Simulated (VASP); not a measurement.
Input of a VASP 6.6.1 run:

File INCAR:

```
PREC     = Accurate       # precision mode
ENCUT    = 600            # plane-wave cutoff, eV
EDIFF    = 1E-7           # SCF threshold, eV
ISMEAR   = 0              # smearing method
SIGMA    = 0.1            # smearing width, eV
LREAL    = F              # projectors in reciprocal space
LASPH    = T              # aspherical terms in the spheres
NELM     = 80             # most SCF steps
ALGO     = Normal         # electronic algorithm
ISIF     = 3              # what is computed and relaxed
LWAVE    = F              # write WAVECAR
LCHARG   = F              # write CHGCAR
GGA      = PE             # functional
IBRION   = 2              # ionic algorithm
NSW      = 90             # ionic steps
EDIFFG   = -0.04          # ionic threshold
```

File KPOINTS:

```
regular mesh
0
Gamma
  6 6 4
```

File POSCAR:

```
Ge3P2
1.0
    4.3182873679      0.0000000000      0.0000000000
   -2.1591436839      3.7397465614      0.0000000000
    0.0000000000      0.0000000000      5.2139337637
Ge P
3 2
Direct
    0.0000000000      0.0000000000      0.0000000000
    0.3333333333      0.6666666667      0.6250000000
    0.6666666667      0.3333333333      0.3750000000
    0.3333333333      0.6666666667      0.1380000000
    0.6666666667      0.3333333333      0.8620000000
```

Potentials or basis: VASP PAW PBE potentials, release 64 (Ge_d, P).

Command:

```bash
$ cat potpaw_PBE.64/Ge_d/POTCAR potpaw_PBE.64/P/POTCAR > POTCAR
$ mpirun -np 1 vasp_std > vasp.out
```

(1) Estimate the relaxed volume.

(2) Predict the space group after relaxing (to 0.1 Å).

(3) Estimate the band gap on the k mesh.

## Answers

(1) 19.45 Å³/atom.

(2) P-3m1 (No. 164).

(3) zero (bands 26 and 27 overlap by 2.56 eV).

Caveat: the volume moved by over 15 % at a fixed basis, so the end points are rough.
